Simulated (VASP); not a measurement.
Au, 7 atoms in the cell. The cell holds a slab with vacuum, 7 atoms: a = 2.865 Å, b = 2.943 Å, c = 29.676 Å, α = 90.00°, β = 90.00°, γ = 119.13°.  This cell differs from its parent crystal: atoms taken out.

```yaml
Program: VASP 6.6.1
Task: single point
Functional: PBE
Potentials_or_basis: VASP PAW PBE potentials, release 64 (Au)
Cutoff: 520 eV
k_mesh: 14 × 13 × 1
Occupations: gaussian, width 0.1 eV
Spin: no spin polarisation
Dipole_correction: yes
Further_INCAR_settings: ALGO = Normal; EDIFF = 1e-06; NBANDS = 48; ISYM = 0
```

Potentials or basis: VASP PAW PBE potentials, release 64 (Au).

Launch:

```sh
$ cat potpaw_PBE.64/Au/POTCAR > POTCAR
$ mpirun -np 1 vasp_std > vasp.out
```

Hardware: 1 thread of Intel(R) Xeon(R) 6975P-C (Granite Rapids), on a shared host.

Q: Estimate the wall time of this run.

A: Wall time 12 min on 1 thread of Intel(R) Xeon(R) 6975P-C (Granite Rapids), with other jobs on the host, peak memory 0.81 GiB. Counts: scf iterations 24, k points 92.
